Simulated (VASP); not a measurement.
# MnO2 (P-3m1) in VASP: single point with LDA

Aim: the single point of MnO2 with LDA.

All numbers are computed with VASP 6.6.1; they aren't measurements. Logs are shortened: lines on timing, memory, paths and dates and some standing lists are left out, and cuts for length are marked.

## (1) The cell of the first run

The structure is trigonal, space group P-3m1 (No. 164). Conventional cell: a = 2.857 Å, b = 2.857 Å, c = 4.601 Å, α = 90.00°, β = 90.00°, γ = 120.00°. Within 2.5 Å of Mn (site symmetry -3m) lie 6 O at 1.90 Å. Within 2.6 Å of O (site symmetry 3m) lie 3 Mn at 1.90 Å and 3 O at 2.51 Å.

## (2) Single point, LDA, collinear spin, ferromagnetic start

INCAR

```
SYSTEM = MnO2
PREC = Accurate
ENCUT = 700
EDIFF = 1E-6
ISMEAR = -1
SIGMA = 0.03
LREAL = .False.
LASPH = .True.
NELM = 200
ALGO = Normal
ISIF = 2
LWAVE = .False.
LCHARG = .True.
ISPIN = 2
MAGMOM = 0.6 0 0
LORBIT = 11
NUPDOWN = 0.6
LMAXMIX = 4
GGA = CA
LELF = .True.
LVHAR = .True.
NBANDS = 24
GGA_COMPAT = .False.
```

KPOINTS

```
Automatic mesh
0
Gamma
  11 11 6
  0 0 0
```

POSCAR

```
MnO2
1.0
    2.8565781804      0.0000000000      0.0000000000
   -1.4282890902      2.4738692722      0.0000000000
    0.0000000000      0.0000000000      4.6013740589
Mn O
1 2
Direct
    0.0000000000      0.0000000000      0.5000000000
    0.6666666667      0.3333333333      0.2937074300
    0.3333333333      0.6666666667      0.7062925700
```

Potentials or basis: VASP PAW LDA potentials, release 64 (Mn_sv, O).

The run is started by

```
cat potpaw_LDA.64/Mn_sv/POTCAR potpaw_LDA.64/O/POTCAR > POTCAR
mpirun -np 1 vasp_std > vasp.out
```

OUTCAR:

```text
SYSTEM = MnO2
   PREC = Accurate
   ENCUT = 700
   EDIFF = 1E-6
   ISMEAR = -1
   LREAL = .False.
   LASPH = .True.
   NELM = 200
   ISIF = 2
   ISPIN = 2
   LORBIT = 11
   NUPDOWN = 0.6
   GGA = CA

 ion  position               nearest neighbor table
   1  0.000  0.000  0.500-   2 1.90   3 1.90   2 1.90   3 1.90   2 1.90   3 1.90
   2  0.667  0.333  0.294-   1 1.90   1 1.90   1 1.90
   3  0.333  0.667  0.706-   1 1.90   1 1.90   1 1.90

  LATTYP: Found a hexagonal cell.
 ALAT       =     2.8565781804
 C/A-ratio  =     1.6107992739

  Lattice vectors:

 A1 = (   2.8565781804,   0.0000000000,   0.0000000000)
 A2 = (  -1.4282890902,   2.4738692722,   0.0000000000)
 A3 = (   0.0000000000,   0.0000000000,   4.6013740589)

Analysis of symmetry for initial positions (statically):
=====================================================================
 Subroutine PRICEL returns:
 Original cell was already a primitive cell.

 Routine SETGRP: Setting up the symmetry group for a
 hexagonal supercell.

 Subroutine GETGRP returns: Found 12 space group operations
 (whereof 12 operations were pure point group operations)
 out of a pool of 24 trial point group operations.

The static configuration has the point symmetry D_3d.

Analysis of symmetry for dynamics (positions and initial velocities):
=====================================================================
 Subroutine PRICEL returns:
 Original cell was already a primitive cell.

 Routine SETGRP: Setting up the symmetry group for a
 hexagonal supercell.

 Subroutine GETGRP returns: Found 12 space group operations
 (whereof 12 operations were pure point group operations)
 out of a pool of 24 trial point group operations.

The dynamic configuration has the point symmetry D_3d.

Analysis of structural, dynamic, and magnetic symmetry:
=====================================================================
 Subroutine PRICEL returns:
 Original cell was already a primitive cell.

 Routine SETGRP: Setting up the symmetry group for a
 hexagonal supercell.

 Subroutine GETGRP returns: Found 12 space group operations
 (whereof 12 operations were pure point group operations)
 out of a pool of 24 trial point group operations.

The overall configuration has the point symmetry D_3d.

 Subroutine INISYM returns: Found 12 space group operations
 (whereof 12 operations are pure point group operations),
 and found     1 'primitive' translations

----------------------------------------------------------------------------------------

                                     Primitive cell

  volume of cell :      32.5170

  direct lattice vectors                    reciprocal lattice vectors
     2.856578180  0.000000000  0.000000000     0.350069187  0.202112539  0.000000000
    -1.428289090  2.473869272  0.000000000     0.000000000  0.404225078  0.000000000
     0.000000000  0.000000000  4.601374059     0.000000000  0.000000000  0.217326387

  length of vectors
     2.856578180  2.856578180  4.601374059     0.404225078  0.404225078  0.217326387

  position of ions in fractional coordinates (direct lattice)
     0.000000000  0.000000000  0.500000000
     0.666666667  0.333333333  0.293707430
     0.333333333  0.666666667  0.706292570

  ion indices of the primitive-cell ions
   primitive index   ion index
                 1           1
                 2           2
                 3           3

----------------------------------------------------------------------------------------

 KPOINTS: Automatic mesh

Automatic generation of k-mesh.
 Grid dimensions read from file:
 generate k-points for:   11   11    6

 Generating k-lattice:

  Cartesian coordinates                     Fractional coordinates (reciprocal lattice)
     0.031824472  0.018373867  0.000000000     0.090909091  0.000000000  0.000000000
     0.000000000  0.036747734  0.000000000     0.000000000  0.090909091  0.000000000
     0.000000000  0.000000000  0.036221065     0.000000000  0.000000000  0.166666667

  Length of vectors
     0.036747734  0.036747734  0.036221065

  Shift w.r.t. Gamma in fractional coordinates (k-lattice)
     0.000000000  0.000000000  0.000000000

 Subroutine IBZKPT returns following result:
 ===========================================

 Found     84 irreducible k-points:

 Following reciprocal coordinates:
            Coordinates               Weight
  0.000000  0.000000  0.000000      1.000000
  0.090909  0.000000  0.000000      6.000000
  0.181818  0.000000  0.000000      6.000000
  0.272727  0.000000  0.000000      6.000000
  0.363636  0.000000  0.000000      6.000000
  0.454545  0.000000  0.000000      6.000000
[... 16 lines left out ...]
  0.000000  0.272727  0.166667      6.000000
  0.363636  0.000000  0.166667      6.000000
 [... further k-points ...]
   k-points           NKPTS =     84   k-points in BZ     NKDIM =     84   number of bands    NBANDS=     24
   number of dos      NEDOS =    301   number of ions     NIONS =      3
   total plane-waves  NPLWV =  31360
   dimension x,y,z NGX =    28 NGY =   28 NGZ =   40
   dimension x,y,z NGXF=    56 NGYF=   56 NGZF=   80
   ions per type =               1   2
   NGX,Y,Z   is equivalent  to a cutoff of  16.30, 16.30, 14.45 a.u.
   NGXF,Y,Z  is equivalent  to a cutoff of  32.59, 32.59, 28.90 a.u.
 SYSTEM =  MnO2
   PREC   = accura    normal or accurate (medium, high low for compatibility)
   ISTART =      0    job   : 0-new  1-cont  2-samecut
   ICHARG =      2    charge: 1-file 2-atom 10-const
   ISPIN  =      2    spin polarized calculation?
   LNONCOLLINEAR =      F non collinear calculations
   LSORBIT =      F    spin-orbit coupling
   LASPH  =      T    aspherical Exc in radial PAW
   ENCUT  =  700.0 eV  51.45 Ry    7.17 a.u.   6.16  6.16  9.93*2*pi/ulx,y,z
   NELM   =    200;   NELMIN=  2; NELMDL= -5     # of ELM steps
   EDIFF  = 0.1E-05   stopping-criterion for ELM
   LREAL  =      F    real-space projection
   EDIFFG = 0.1E-04   stopping-criterion for IOM
   NSW    =      0    number of steps for IOM
   IBRION =     -1    ionic relax: 0-MD 1-quasi-New 2-CG
   NFREE  =      0    steps in history (QN), initial steepest desc. (CG)
   ISIF   =      2    stress and relaxation
   ISYM   =      2    0-nonsym 1-usesym 2-fastsym
   POTIM  = 0.5000    time-step for ionic-motion
   TEBEG  =    0.0;   TEEND  =   0.0 temperature during run
   PSTRESS=    0.0 pullay stress
   NELECT =      27.0000    total number of electrons
   NUPDOWN=       0.6000    fix difference up-down
   EMIN   =  10.00;   EMAX   =-10.00  energy-range for DOS
   EFERMI =   0.00;   METHOD = LEGACY
   ISMEAR =    -1;   SIGMA  =   0.03  broadening in eV -4-tet -1-fermi 0-gaus
   EFERMI_NEDOS =   21; number of points for ismear=-14 and -15
   IALGO  =     38    algorithm
   IMIX   =      4    mixing-type and parameters
     AMIX     =   0.40;   BMIX     =  1.00
     AMIX_MAG =   1.60;   BMIX_MAG =  1.00
  volume/ion in A,a.u.               =      10.84        73.15
  Fermi-wavevector in a.u.,A,eV,Ry     =   1.538719  2.907757 32.213913  2.367656
  Thomas-Fermi vector in A             =   2.645048
   LORBIT       =     11    0 simple, 1 ext, 2 COOP (PROOUT), +10 PAW based schemes
   GGA     = CA    functional components
   LHFCALC =     F    Hartree Fock is set to
   AEXX    =    0.0000 exact exchange contribution
   IVDW    =     0    specifies the selected vdW correction
   LEPSILON=     F    determine dielectric tensor
   LRPA    =     F    only Hartree local field effects (RPA)
 spin polarized calculation
  energy-cutoff  :      700.00
  volume of cell :       32.52
 maximum number of plane-waves:      1387
 NGX is ok and might be reduce to    28
   NGX = 13   NGY = 13   NGZ = 19

 number of electron      26.9999998 magnetization       0.6000001

 Free energy of the ion-electron system (eV)
  ---------------------------------------------------
  ext. energy  EPLUGINS =         0.00000000
  ---------------------------------------------------
  free energy    TOTEN  =       -25.53972407 eV

  energy without entropy =      -25.52683908  energy(sigma->0) =      -25.53328158

 E-fermi :   4.4587     XC(G=0): -11.5008

 val. band max:        4.4384197012   @ k =   0.4545   0.0000   0.3333
 cond. band min:       4.1346905293   @ k =   0.1818   0.0909   0.1667
 fundamental gap:     -0.3037291719
 Fermi energy:         4.1304815889

 spin component 1

 k-point     1 :       0.0000    0.0000    0.0000
  band No.  band energies     occupation
      1     -75.2165      1.00000
      2     -44.5228      1.00000
      3     -44.5228      1.00000
      4     -44.0977      1.00000
      5     -15.4053      1.00000
      6     -13.0456      1.00000
[... 16 lines left out ...]
     23      26.1808      0.00000
     24      27.8099      0.00000
[... 598 lines left out ...]
      2     -44.6740      1.00000
      3     -44.5567      1.00000
      4     -44.0712      1.00000
      5     -14.0965      1.00000
      6     -13.4511      1.00000
[... 16 lines left out ...]
     23      22.9940      0.00000
     24      24.9624      0.00000

 [... further k-points ...]

 spin component 2

 k-point     1 :       0.0000    0.0000    0.0000
  band No.  band energies     occupation
      1     -74.5544      1.00000
      2     -43.7679      1.00000
      3     -43.7679      1.00000
      4     -43.6890      1.00000
      5     -15.3989      1.00000
      6     -13.0625      1.00000
[... 16 lines left out ...]
     23      26.2209      0.00000
     24      27.8830      0.00000
[... 598 lines left out ...]
      2     -43.9259      1.00000
      3     -43.8031      1.00000
      4     -43.6617      1.00000
      5     -14.0944      1.00000
      6     -13.4564      1.00000
[... 16 lines left out ...]
     23      23.0549      0.00000
     24      25.1239      0.00000

 [... further k-points ...]

------------------------ aborting loop because EDIFF is reached ----------------------------------------

  FORCE on cell =-STRESS in cart. coord.  units (eV):
  Direction    XX          YY          ZZ          XY          YZ          ZX
  --------------------------------------------------------------------------------------
  -------------------------------------------------------------------------------------
  Total       -4.5275128     -4.5275128     -1.9150210      0.0000000     -0.0000000      0.0000000
  in kB     -223.0796066   -223.0796066    -94.3569151      0.0000000     -0.0000000      0.0000000
  external PRESSURE =    -180.1720428 kB  Pullay stress =       0.0000000 kB

 VOLUME and BASIS-vectors are now :
 -----------------------------------------------------------------------------
  energy-cutoff  :      700.00
  volume of cell :       32.52
      direct lattice vectors                 reciprocal lattice vectors
     2.856578180  0.000000000  0.000000000     0.350069187  0.202112539  0.000000000
    -1.428289090  2.473869272  0.000000000     0.000000000  0.404225078  0.000000000
     0.000000000  0.000000000  4.601374059     0.000000000  0.000000000  0.217326387

 POSITION                                       TOTAL-FORCE (eV/Angst)
 -----------------------------------------------------------------------------------
      0.00000      0.00000      2.30069        -0.000000      0.000000      0.000000
      1.42829      0.82462      1.35146         0.000000     -0.000000      0.786202
     -0.00000      1.64925      3.24992         0.000000      0.000000     -0.786202
 -----------------------------------------------------------------------------------
    total drift:                               -0.000000     -0.000000     -0.000000

  FREE ENERGIE OF THE ION-ELECTRON SYSTEM (eV)
  ---------------------------------------------------
  free  energy   TOTEN  =       -25.5397240665 eV

  energy  without entropy=      -25.5268390844  energy(sigma->0) =      -25.53328158

 total charge

# of ion       s       p       d       tot
------------------------------------------
    1        2.201   6.100   4.553  12.854
    2        1.569   3.365   0.000   4.934
    3        1.569   3.365   0.000   4.934
--------------------------------------------------
tot          5.338  12.830   4.553  22.721

 magnetization (x)

# of ion       s       p       d       tot
------------------------------------------
    1        0.003   0.003   0.603   0.609
    2       -0.001  -0.017   0.000  -0.018
    3       -0.001  -0.017   0.000  -0.018
--------------------------------------------------
tot          0.002  -0.032   0.603   0.573
```

Run time: 4.3 min. Hardware: 1 thread of Intel Xeon Platinum 8175M at 2.50GHz (Skylake/Cascade Lake), shared host; peak memory 0.26 GiB.

Results:

- Free energy: -25.5397 eV
- Pressure: -18.0 GPa
- Largest force: 0.786 eV/Å
- Net moment: 0.60 μB per cell
- Site moments: Mn +0.61; O -0.02 μB
- Valence electrons inside the program's atomic spheres: Mn 12.85; O 4.93

Forces in eV/Å, atoms in the order of the input:
```
Mn   0.000  0.000  0.000
O    0.000  0.000  0.786
O    0.000  0.000 -0.786
```

Stress tensor (GPa, compression positive):
```
-22.31   0.00   0.00
  0.00 -22.31   0.00
  0.00   0.00  -9.44
```

Caveat: the stress differs along the axes, from -22 to -9 GPa; the total moment is fixed, so each spin has its own Fermi level and the state may be an excited one; a cell with one magnetic atom can't hold antiferromagnetic order, which such compounds often take.
